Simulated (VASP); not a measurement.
# Ir (P6_3/mmc) in VASP: a series of runs, part 2 of 2

VASP 6.6.1. Earlier steps stand in the parts before.

### 3 Single point, LDA

This run uses another cell than the first one, of 12.84 Å³/atom.

The input, INCAR:

```
PREC = Accurate
ENCUT = 560
EDIFF = 1E-6
ISMEAR = 0
SIGMA = 0.15
LREAL = F
LASPH = T
NELM = 120
ALGO = Normal
ISIF = 2
LWAVE = F
LCHARG = F
GGA = CA
NBANDS = 24
GGA_COMPAT = F
```

The input, KPOINTS:

```
regular mesh
0
Gamma
  18 18 10
```

The input, POSCAR:

```
Ir
1.0
    2.5790000000      0.0000000000      0.0000000000
   -1.2895000000      2.2334795163      0.0000000000
    0.0000000000      0.0000000000      4.4593000000
Ir
2
Direct
    0.6666666667      0.3333333333      0.7500000000
    0.3333333333      0.6666666667      0.2500000000
```

Potentials or basis: VASP PAW LDA potentials, release 64 (Ir_sv_GW).

Started as:

```bash
cat potpaw_LDA.64/Ir_sv_GW/POTCAR > POTCAR
mpirun -np 1 vasp_std > vasp.out
```

OUTCAR:

```text
PREC = Accurate
   ENCUT = 560
   EDIFF = 1E-6
   ISMEAR = 0
   LREAL = F
   LASPH = T
   NELM = 120
   ISIF = 2
   GGA = CA

 ion  position               nearest neighbor table
   1  0.667  0.333  0.750-   2 2.68   2 2.68   2 2.68   2 2.68   2 2.68   2 2.68
   2  0.333  0.667  0.250-   1 2.68   1 2.68   1 2.68   1 2.68   1 2.68   1 2.68

  LATTYP: Found a hexagonal cell.
 ALAT       =     2.5790000000
 C/A-ratio  =     1.7290810392

  Lattice vectors:

 A1 = (   2.5790000000,   0.0000000000,   0.0000000000)
 A2 = (  -1.2895000000,   2.2334795163,   0.0000000000)
 A3 = (   0.0000000000,   0.0000000000,   4.4593000000)

Analysis of symmetry for initial positions (statically):
=====================================================================
 Subroutine PRICEL returns:
 Original cell was already a primitive cell.

 Routine SETGRP: Setting up the symmetry group for a
 hexagonal supercell.

 Subroutine GETGRP returns: Found 24 space group operations
 (whereof 12 operations were pure point group operations)
 out of a pool of 24 trial point group operations.

The static configuration has the point symmetry D_3d.
 The point group associated with its full space group is D_6h.

Analysis of symmetry for dynamics (positions and initial velocities):
=====================================================================
 Subroutine PRICEL returns:
 Original cell was already a primitive cell.

 Routine SETGRP: Setting up the symmetry group for a
 hexagonal supercell.

 Subroutine GETGRP returns: Found 24 space group operations
 (whereof 12 operations were pure point group operations)
 out of a pool of 24 trial point group operations.

The dynamic configuration has the point symmetry D_3d.
 The point group associated with its full space group is D_6h.

 Subroutine INISYM returns: Found 24 space group operations
 (whereof 12 operations are pure point group operations),
 and found     1 'primitive' translations

----------------------------------------------------------------------------------------

                                     Primitive cell

  volume of cell :      25.6862

  direct lattice vectors                    reciprocal lattice vectors
     2.579000000  0.000000000  0.000000000     0.387747189  0.223865944  0.000000000
    -1.289500000  2.233479516  0.000000000     0.000000000  0.447731888  0.000000000
     0.000000000  0.000000000  4.459300000     0.000000000  0.000000000  0.224250443

  length of vectors
     2.579000000  2.579000000  4.459300000     0.447731888  0.447731888  0.224250443

  position of ions in fractional coordinates (direct lattice)
     0.666666667  0.333333333  0.750000000
     0.333333333  0.666666667  0.250000000

  ion indices of the primitive-cell ions
   primitive index   ion index
                 1           1
                 2           2

----------------------------------------------------------------------------------------

 KPOINTS: regular mesh

Automatic generation of k-mesh.
 Grid dimensions read from file:
 generate k-points for:   18   18   10

 Generating k-lattice:

  Cartesian coordinates                     Fractional coordinates (reciprocal lattice)
     0.021541510  0.012436997  0.000000000     0.055555556  0.000000000  0.000000000
     0.000000000  0.024873994  0.000000000     0.000000000  0.055555556  0.000000000
     0.000000000  0.000000000  0.022425044     0.000000000  0.000000000  0.100000000

  Length of vectors
     0.024873994  0.024873994  0.022425044

  Shift w.r.t. Gamma in fractional coordinates (k-lattice)
     0.000000000  0.000000000  0.000000000

 Subroutine IBZKPT returns following result:
 ===========================================

 Found    222 irreducible k-points:

 Following reciprocal coordinates:
            Coordinates               Weight
  0.000000  0.000000  0.000000      1.000000
  0.055556  0.000000  0.000000      6.000000
  0.111111  0.000000  0.000000      6.000000
  0.166667 -0.000000  0.000000      6.000000
  0.222222  0.000000  0.000000      6.000000
  0.277778 -0.000000  0.000000      6.000000
[... 16 lines left out ...]
  0.333333  0.111111  0.000000     12.000000
  0.388889  0.111111  0.000000     12.000000
 [... further k-points ...]
   k-points           NKPTS =    222   k-points in BZ     NKDIM =    222   number of bands    NBANDS=     24
   number of dos      NEDOS =    301   number of ions     NIONS =      2
   total plane-waves  NPLWV =  14400
   dimension x,y,z NGX =    20 NGY =   20 NGZ =   36
   dimension x,y,z NGXF=    40 NGYF=   40 NGZF=   72
   ions per type =               2
   NGX,Y,Z   is equivalent  to a cutoff of  12.89, 12.89, 13.42 a.u.
   NGXF,Y,Z  is equivalent  to a cutoff of  25.78, 25.78, 26.84 a.u.
 SYSTEM =  unknown system
   PREC   = accura    normal or accurate (medium, high low for compatibility)
   ISTART =      0    job   : 0-new  1-cont  2-samecut
   ICHARG =      2    charge: 1-file 2-atom 10-const
   ISPIN  =      1    spin polarized calculation?
   LNONCOLLINEAR =      F non collinear calculations
   LSORBIT =      F    spin-orbit coupling
   LASPH  =      T    aspherical Exc in radial PAW
   ENCUT  =  560.0 eV  41.16 Ry    6.42 a.u.   4.98  4.98  8.60*2*pi/ulx,y,z
   NELM   =    120;   NELMIN=  2; NELMDL= -5     # of ELM steps
   EDIFF  = 0.1E-05   stopping-criterion for ELM
   LREAL  =      F    real-space projection
   EDIFFG = 0.1E-04   stopping-criterion for IOM
   NSW    =      0    number of steps for IOM
   IBRION =     -1    ionic relax: 0-MD 1-quasi-New 2-CG
   NFREE  =      0    steps in history (QN), initial steepest desc. (CG)
   ISIF   =      2    stress and relaxation
   ISYM   =      2    0-nonsym 1-usesym 2-fastsym
   POTIM  = 0.5000    time-step for ionic-motion
   TEBEG  =    0.0;   TEEND  =   0.0 temperature during run
   PSTRESS=    0.0 pullay stress
   NELECT =      34.0000    total number of electrons
   NUPDOWN=      -1.0000    fix difference up-down
   EMIN   =  10.00;   EMAX   =-10.00  energy-range for DOS
   EFERMI =   0.00;   METHOD = LEGACY
   ISMEAR =     0;   SIGMA  =   0.15  broadening in eV -4-tet -1-fermi 0-gaus
   EFERMI_NEDOS =   21; number of points for ismear=-14 and -15
   IALGO  =     38    algorithm
   IMIX   =      4    mixing-type and parameters
     AMIX     =   0.40;   BMIX     =  1.00
     AMIX_MAG =   1.60;   BMIX_MAG =  1.00
  volume/ion in A,a.u.               =      12.84        86.67
  Fermi-wavevector in a.u.,A,eV,Ry     =   1.797495  3.396774 43.960287  3.230990
  Thomas-Fermi vector in A             =   2.858826
   LORBIT       =      0    0 simple, 1 ext, 2 COOP (PROOUT), +10 PAW based schemes
   GGA     = CA    functional components
   LHFCALC =     F    Hartree Fock is set to
   AEXX    =    0.0000 exact exchange contribution
   IVDW    =     0    specifies the selected vdW correction
   LEPSILON=     F    determine dielectric tensor
   LRPA    =     F    only Hartree local field effects (RPA)
 non-spin polarized calculation
 Gauss-broadening in eV      SIGMA  =   0.15
  energy-cutoff  :      560.00
  volume of cell :       25.69
 maximum number of plane-waves:       792
 NGX is ok and might be reduce to    20
   NGX =  9   NGY =  9   NGZ = 17

 number of electron      34.0000000 magnetization

 Free energy of the ion-electron system (eV)
  ---------------------------------------------------
  ext. energy  EPLUGINS =         0.00000000
  ---------------------------------------------------
  free energy    TOTEN  =       -21.28849054 eV

  energy without entropy =      -21.26654428  energy(sigma->0) =      -21.27751741

 E-fermi :  14.6788     XC(G=0): -15.4047

 val. band max:       14.6761014713   @ k =   0.2778   0.1111   0.0000
 cond. band min:      14.6877058214   @ k =   0.3333   0.2222   0.0000
 fundamental gap:      0.0116043501
 Fermi energy:        14.6787836371

 k-point     1 :       0.0000    0.0000    0.0000
  band No.  band energies     occupation
      1     -78.1882      2.00000
      2     -78.1080      2.00000
      3     -35.7551      2.00000
      4     -34.8150      2.00000
      5     -34.8150      2.00000
      6     -34.7880      2.00000
[... 16 lines left out ...]
     23      29.4380      0.00000
     24      31.2379      0.00000

 k-point     2 :       0.0556    0.0000    0.0000
  band No.  band energies     occupation
      1     -78.1849      2.00000
      2     -78.1056      2.00000
      3     -35.7442      2.00000
      4     -34.8470      2.00000
      5     -34.8242      2.00000
      6     -34.7902      2.00000
[... 586 lines left out ...]
 k-point    24 :       0.3889    0.1111    0.0000
  band No.  band energies     occupation
      1     -78.0715      2.00000
      2     -78.0445      2.00000
      3     -35.7916      2.00000
      4     -35.6619      2.00000
      5     -35.2880      2.00000
      6     -35.1645      2.00000
[... 16 lines left out ...]
     23      25.7006      0.00000
     24      28.5764      0.00000

 [... further k-points ...]
[... 5 lines left out ...]
  --------------------------------------------------------------------------------------
  -------------------------------------------------------------------------------------
  Total        8.4562570      8.4562570      2.6072466      0.0000000      0.0000000      0.0000000
  in kB      527.4590513    527.4590513    162.6270101      0.0000000      0.0000000      0.0000000
  external PRESSURE =     405.8483709 kB  Pullay stress =       0.0000000 kB

 VOLUME and BASIS-vectors are now :
 -----------------------------------------------------------------------------
  energy-cutoff  :      560.00
  volume of cell :       25.69
      direct lattice vectors                 reciprocal lattice vectors
     2.579000000  0.000000000  0.000000000     0.387747189  0.223865944  0.000000000
    -1.289500000  2.233479516  0.000000000     0.000000000  0.447731888  0.000000000
     0.000000000  0.000000000  4.459300000     0.000000000  0.000000000  0.224250443

 POSITION                                       TOTAL-FORCE (eV/Angst)
 -----------------------------------------------------------------------------------
      1.28950      0.74449      3.34448        -0.000000      0.000000      0.000000
     -0.00000      1.48899      1.11482         0.000000     -0.000000      0.000000
 -----------------------------------------------------------------------------------
    total drift:                               -0.000000      0.000000     -0.000000

  FREE ENERGIE OF THE ION-ELECTRON SYSTEM (eV)
  ---------------------------------------------------
  free  energy   TOTEN  =       -21.2884905362 eV

  energy  without entropy=      -21.2665442839  energy(sigma->0) =      -21.27751741
```

OSZICAR:

```text
N       E                     dE             d eps       ncg     rms          rms(c)
DAV:   1     0.367610497983E+03    0.36761E+03   -0.26294E+04 10992   0.166E+03
DAV:   2    -0.132850172849E+02   -0.38090E+03   -0.36912E+03 12944   0.530E+02
DAV:   3    -0.233077716074E+02   -0.10023E+02   -0.99714E+01 12728   0.859E+01
DAV:   4    -0.233421718331E+02   -0.34400E-01   -0.34393E-01 12112   0.548E+00
DAV:   5    -0.233422894457E+02   -0.11761E-03   -0.11761E-03 12784   0.291E-01    0.109E+02
DAV:   6    -0.215018320332E+02    0.18405E+01   -0.29848E+00 11608   0.135E+01    0.581E+01
DAV:   7    -0.213296267663E+02    0.17221E+00   -0.11301E+00 13096   0.775E+00    0.938E+00
DAV:   8    -0.212895028117E+02    0.40124E-01   -0.14690E-01 11264   0.359E+00    0.995E-01
DAV:   9    -0.212888741432E+02    0.62867E-03   -0.32342E-03 12968   0.432E-01    0.101E+00
DAV:  10    -0.212884932051E+02    0.38094E-03   -0.75111E-04 11408   0.325E-01    0.620E-01
DAV:  11    -0.212884908387E+02    0.23664E-05   -0.98386E-06 13064   0.323E-02    0.167E-01
DAV:  12    -0.212884905362E+02    0.30252E-06   -0.90356E-07  6984   0.851E-03
   1 F= -.21288491E+02 E0= -.21277517E+02  d E =-.219463E-01
```

Run time: 2.5 min. Hardware: 1 thread of Intel Xeon Platinum 8375C at 2.90GHz (Ice Lake), shared host; peak memory 0.24 GiB.

Results:

```yaml
Free_energy: -21.2885 eV
Pressure: 40.6 GPa
Band_gap_on_the_k_mesh: zero (bands 17 and 18 overlap by 4.40 eV)
```

Levels at points of the mesh, in eV from the Fermi level:
| k point | band 13 | band 14 | band 15 | band 16 | band 17 | band 18 | band 19 | band 20 | band 21 | band 22 |
| --- | --- | --- | --- | --- | --- | --- | --- | --- | --- | --- |
| (0.00, 0.00, 0.00) | -4.38 | -3.77 | -3.77 | -2.04 | -2.04 | -1.56 | 0.49 | 0.49 | 7.23 | 13.82 |
| (0.50, 0.00, 0.00) | -4.14 | -3.73 | -3.49 | 0.97 | 1.49 | 1.84 | 3.65 | 5.30 | 9.10 | 10.38 |
| (0.00, 0.00, 0.50) | -4.37 | -4.37 | -4.37 | -4.37 | -0.37 | -0.37 | -0.37 | -0.37 | 13.05 | 13.05 |
| (0.50, 0.00, 0.50) | -2.11 | -2.11 | -1.02 | -1.02 | 1.69 | 1.69 | 2.34 | 2.34 | 9.06 | 9.06 |

Caveat: the stress differs along the axes, from 16 to 53 GPa; spin-orbit coupling is left out, which moves the levels of the heavy elements.

### 4 Single point, LDA

This run uses another cell than the first one, of 14.80 Å³/atom.

Changes to INCAR since step 3:

```diff
@@ -12,3 +12,2 @@
 LCHARG = F
-GGA = CA
 NBANDS = 24
```

KPOINTS is that of step 3.

The input, POSCAR:

```
Ir
1.0
    2.7684000000      0.0000000000      0.0000000000
   -1.3842000000      2.3975047278      0.0000000000
    0.0000000000      0.0000000000      4.4593000000
Ir
2
Direct
    0.6666666667      0.3333333333      0.7500000000
    0.3333333333      0.6666666667      0.2500000000
```

Started as:

```bash
cat potpaw_LDA.64/Ir_sv_GW/POTCAR > POTCAR
mpirun -np 1 vasp_std > vasp.out
```

Wall time 84 s (1 thread of Intel Xeon Platinum 8488C (Sapphire Rapids), shared host); peak memory 0.26 GiB.

The run converged. Its results:

```yaml
Free_energy: -21.5545 eV
Pressure: -21.9 GPa
Band_gap_on_the_k_mesh: zero (bands 17 and 18 overlap by 3.15 eV)
```

Stress tensor (GPa, compression positive):
```
-22.37   0.00   0.00
  0.00 -22.37   0.00
  0.00   0.00 -20.82
```

Levels at points of the mesh, in eV from the Fermi level:
| k point | band 14 | band 15 | band 16 | band 17 | band 18 | band 19 | band 20 | band 21 |
| --- | --- | --- | --- | --- | --- | --- | --- | --- |
| (0.00, 0.00, 0.00) | -3.00 | -3.00 | -2.31 | -2.31 | -0.60 | 0.24 | 0.24 | 6.75 |
| (0.50, 0.00, 0.00) | -3.27 | -2.78 | 0.61 | 0.92 | 1.01 | 2.79 | 4.17 | 7.92 |
| (0.00, 0.00, 0.50) | -3.75 | -3.75 | -3.75 | -0.46 | -0.46 | -0.46 | -0.46 | 13.21 |
| (0.50, 0.00, 0.50) | -2.04 | -0.89 | -0.89 | 0.85 | 0.85 | 1.96 | 1.96 | 7.24 |

Caveat: the cell stands under tension; spin-orbit coupling is left out, which moves the levels of the heavy elements.

### 5 The runs side by side

```csv
cell,gap on the mesh (eV),pressure (GPa)
"a = 2.642, b = 2.642, c = 4.240 Å, angles 90.0, 90.0, 120.0°, 2 atoms",none,39.9
"a = 2.579, b = 2.579, c = 4.459 Å, angles 90.0, 90.0, 120.0°, 2 atoms",none,40.6
"a = 2.768, b = 2.768, c = 4.459 Å, angles 90.0, 90.0, 120.0°, 2 atoms",none,-21.9
```

Alike in all rows: task single point; level LDA; potentials or basis VASP PAW LDA potentials, release 64 (Ir_sv_GW); no spin polarisation; k mesh 18 × 18 × 10; cutoff (eV) 560; smearing gaussian 0.15 eV.

Caveats: spin-orbit coupling is left out, which moves the levels of the heavy elements; the stress differs along the axes, from 38 to 45 GPa (at least some runs); the stress differs along the axes, from 16 to 53 GPa (at least some runs); the cell stands under tension (at least some runs).

Absolute energies hang on the potentials; compare differences alone.

The gap in the log of VASP goes by the Fermi energy; the results here count the filled bands.